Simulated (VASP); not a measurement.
# SnO: single point with PBE

SnO:

```xyz
2
Lattice="0.0000 2.7082 2.7082 2.7082 0.0000 2.7082 2.7082 2.7082 0.0000" Properties=species:S:1:pos:R:3 pbc="T T T"
Sn    0.0000    0.0000    0.0000
O     1.3541    1.3541    1.3541
```

```json
{
  "Program": "VASP 6.6.1",
  "Task": "single point",
  "Functional": "PBE",
  "Potentials or basis": "VASP PAW PBE potentials, release 64 (Sn_d, O)",
  "Cutoff": "520 eV",
  "k mesh": "8 × 8 × 8",
  "Occupations": "fermi-dirac, width 0.02 eV",
  "Spin": "no spin polarisation",
  "Dipole correction": "no",
  "Further INCAR settings": "ALGO = Normal; EDIFF = 1e-07; NBANDS = 17"
}
```

```
Pressure               : 2.4 GPa
Band gap on the k mesh : zero (band 10 reaches 6.18 eV, above the bottom of band 11 at 5.99 eV)
```

Levels at points of the mesh, in eV from the Fermi level:
```
           k point  band 7  band 8  band 9  band 10  band 11  band 12  band 13  band 14
(0.00, 0.00, 0.00)   -6.34   -3.70   -3.70    -3.70     4.44     4.44     4.44     9.02
(0.50, 0.00, 0.00)   -8.04   -4.12   -4.12    -2.43     1.62     4.58     4.58     8.50
(0.50, 0.50, 0.00)   -7.85   -4.88   -4.88    -0.68    -0.18     5.20     5.20     5.38
```

It took 23 s on 1 thread of Intel(R) Xeon(R) Platinum 8488C (Sapphire Rapids) (shared host), peak memory 0.16 GiB.

Caveat: spin-orbit coupling is left out, which moves the levels of the heavy elements.
